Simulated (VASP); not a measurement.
Runs of VASP 6.6.1 on BN. The structure is that of space group F-43m (No. 216), or close to it. The cells are those of the table. 

| cell | gap on the mesh (eV) | pressure (GPa) | largest force (eV/Å) |
| --- | --- | --- | --- |
| a = 2.553, b = 2.553, c = 2.619 Å, angles 59.1, 59.1, 58.3°, 2 atoms | 4.69 | 2.5 | 0.06 |
| a = 2.553, b = 2.553, c = 2.600 Å, angles 59.4, 59.4, 58.8°, 2 atoms | 4.81 | 1.8 | 0.04 |
| a = 2.553, b = 2.553, c = 2.514 Å, angles 60.5, 60.5, 61.0°, 2 atoms | (d) | 1.6 | 0.03 |
| a = 2.552, b = 2.552, c = 2.572 Å, angles 59.8, 59.8, 59.5°, 2 atoms | 4.94 | 1.3 | 0.02 |
| a = 2.552, b = 2.552, c = 2.562 Å, angles 59.9, 59.9, 59.8°, 2 atoms | 4.96 | (c) | 0.01 |
| a = 2.553, b = 2.553, c = 2.476 Å, angles 61.0, 61.0, 62.0°, 2 atoms | 4.63 | (a) | 0.07 |
| a = 2.553, b = 2.553, c = 2.610 Å, angles 59.3, 59.3, 58.5°, 2 atoms | 4.76 | (b) | 0.05 |
| a = 2.552, b = 2.552, c = 2.581 Å, angles 59.6, 59.6, 59.3°, 2 atoms | 4.90 | 1.4 | 0.02 |

Alike in all rows: task single point; level r2SCAN; potentials or basis VASP PAW PBE potentials, release 64 (B, N); no spin polarisation; k mesh 12 × 12 × 12; cutoff (eV) 520; smearing gaussian 0.05 eV.

Q: Fill in the values left out.

A: (a) 2.9; (b) 2.1; (c) 1.2; (d) 4.86.

Caveats: the PAW data sets were made with another functional, which shifts forces and pressure a little.

A k mesh can miss the band edges.
